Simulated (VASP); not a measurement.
Crystal: LiNbO.

```xyz
3
Lattice="3.5243 0.0000 0.0000 -1.7621 3.0521 0.0000 0.0000 0.0000 3.5140" Properties=species:S:1:pos:R:3 pbc="T T T"
Li    1.7621    1.0174    1.7570
Nb    0.0000    0.0000    0.0000
O     0.0000    2.0347    1.7570
```

```yaml
Program: VASP 6.6.1
Task: relaxation of cell and atoms
Functional: PBE
Potentials_or_basis: VASP PAW PBE potentials, release 64 (Li_sv, Nb_sv, O)
Cutoff: 600 eV
k_mesh: 6 × 6 × 6
Occupations: gaussian, width 0.1 eV
Spin: collinear spin, zero start
Starting_moments: "[0.0, 0.0, 0.0] μB"
```

At the start: pressure -13.3 GPa; volume 12.60 Å³/atom.

Question: Where does the relaxation end?

Answer: Over 16 steps the energy falls by 405.9 meV/atom and the volume is 10.88 Å³/atom (-13.7 %); space group P-6m2 (No. 187, to 0.05 Å); moment 0.00 μB per cell.

Step by step:
| step | energy change (eV) | largest force (eV/Å) | pressure (GPa) | volume (Å³) |
| --- | --- | --- | --- | --- |
| 1 | 0.0000 | 0.0000 | -13.28 | 37.80 |
| 2 | -0.3786 | 0.0000 | -0.42 | 32.35 |
| 3 | -0.3954 | 0.0000 | 3.59 | 31.33 |
| 4 | -0.6737 | 0.0000 | 7.04 | 30.55 |
| 5 | -0.6226 | 0.0000 | 36.39 | 27.43 |
| 6 | -0.9681 | 0.0000 | 13.83 | 29.42 |
| 7 | -0.9617 | 0.0000 | 22.11 | 28.53 |
| 8 | -0.9906 | 0.0000 | 18.66 | 28.86 |
| 9 | -1.1051 | 0.0000 | 13.95 | 29.84 |
| 10 | -1.1320 | 0.0000 | 11.01 | 30.61 |
| 11 | -1.1949 | 0.0000 | 5.46 | 31.53 |
| 12 | -1.2166 | 0.0000 | -0.56 | 32.74 |
| 13 | -1.2172 | 0.0000 | 0.22 | 32.57 |
| 14 | -1.2172 | 0.0000 | 0.41 | 32.53 |
| 15 | -1.2174 | 0.0000 | 0.32 | 32.56 |
| 16 | -1.2176 | 0.0000 | 0.11 | 32.63 |

Final structure:
```xyz
3
Lattice="2.9871 0.0000 0.0000 -1.4935 2.5869 0.0000 0.0000 0.0000 4.2232" Properties=species:S:1:pos:R:3 pbc="T T T"
Li    1.4935    0.8623    2.1116
Nb    2.9871    0.0000    0.0000
O     0.0000    1.7246    2.1116
```

Caveat: the cutoff is under 1.25 times the usual one of these potentials, so pressure, stress and relaxed cells hold a basis-set (Pulay) error.
